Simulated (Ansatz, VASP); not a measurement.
**ZnS: VASP beside Ansatz**

```xyz
4
Lattice="3.8857 0.0000 0.0000 -1.9429 3.3652 0.0000 0.0000 0.0000 6.3563" Properties=species:S:1:pos:R:3 pbc="T T T"
Zn    0.0000    2.2434    0.0000
Zn    1.9429    1.1217    3.1781
S     0.0000    2.2434    2.4472
S     1.9429    1.1217    5.6253
```

Alike in both runs: task single point; functional RPBE; k mesh 6 × 6 × 3; no spin polarisation.

|  | VASP | Ansatz |
| --- | --- | --- |
| version | VASP 6.6.1 | Ansatz 0.2.0 |
| potentials or method | VASP PAW PBE potentials, release 64 (Zn, S) | plane waves, norm-conserving potentials |
| plane-wave cutoff (eV) | 520 | 1143 |
| occupations | gaussian, width 0.01 eV | fixed |
| valence electrons in the cell | 36 | 52 |

Ansatz gave:

```
pressure (GPa)                                                : 0.9
traceless stress, the component that is largest in VASP (GPa) : -1.00
```

Which values does VASP return?

Pressure (GPa): 0.8; traceless stress, the component that is largest in VASP (GPa): -0.96.

VASP's potentials were made for PBE, not for RPBE. VASP's potentials hold 36 valence electrons a cell and Ansatz's 52, so a difference there can come from the potentials and not from the codes.
